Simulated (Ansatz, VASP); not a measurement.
Two plane-wave programs on C4F

```
C F
1.0
     2.72075   -3.93051    0.00000
     2.72075    3.93051    0.00000
     0.00000    0.00000    2.37102
C F
4 1
Direct
  0.82139 0.82139 0.50000
  0.89841 0.10159 0.00000
  0.10159 0.89841 0.00000
  0.17861 0.17861 0.50000
  0.50000 0.50000 0.50000
```

Change from the starting cell: species swapped into the FeCl4 type (Cmmm, No. 65).

Alike in both runs: task relaxation of cell and atoms; functional PBE; dispersion D3(BJ); k mesh 8 × 8 × 16; occupations gaussian, width 0.1 eV; no spin polarisation.

```csv
,VASP,Ansatz
version,VASP 6.6.1,Ansatz 0.2.0
potentials or method,"VASP PAW PBE potentials, release 64 (C, F), cutoff 600 eV","scalar-relativistic, plane waves, PAW"
valence electrons in the cell,23,23
```

|  | VASP | Ansatz | Ansatz less VASP |
| --- | --- | --- | --- |
| gap on the k mesh at the Fermi level, each at its own relaxed structure (eV) | none | none | - |
| relaxed volume (Å³/atom) | 10.10 | 10.15 | +0.056 |
| relaxed cell length with the largest relative difference (Å) | 4.776 | 4.793 | +0.0170 |

A gap of «none» marks a metal or a gap that the smearing closes.
